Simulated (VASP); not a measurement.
# CoO: single point with PBE

Crystal: CoO.

```
Co O
1.0
     0.00000    2.13150    2.13150
     2.13150    0.00000    2.13150
     2.13150    2.13150    0.00000
Co O
1 1
Direct
  0.00000 0.00000 0.00000
  0.50000 0.50000 0.50000
```

```json
{
  "Program": "VASP 6.6.1",
  "Task": "single point",
  "Functional": "PBE",
  "Potentials or basis": "VASP PAW PBE potentials, release 64 (Co, O)",
  "Cutoff": "520 eV",
  "k mesh": "9 × 9 × 9",
  "Occupations": "fermi-dirac, width 0.05 eV",
  "Spin": "collinear spin, ferromagnetic start",
  "Starting moments": "[1.0, 0.0] μB",
  "Fixed moment": "1 μB",
  "Dipole correction": "no",
  "Further INCAR settings": "ALGO = Normal; EDIFF = 1e-07; NBANDS = 18"
}
```

The pressure is -15.6 GPa. The net moment is 1.00 μB per cell and the site moments are Co +1.02; O -0.03 μB. The valence electrons inside the program's atomic spheres are Co 7.89; O 4.93.

Wall time 59 s on 1 thread of AMD EPYC 7R13, with other jobs on the host, peak memory 0.13 GiB.

Caveat: the total moment is fixed, so each spin has its own Fermi level; a cell with one magnetic atom can't hold antiferromagnetic order, which such compounds often take.
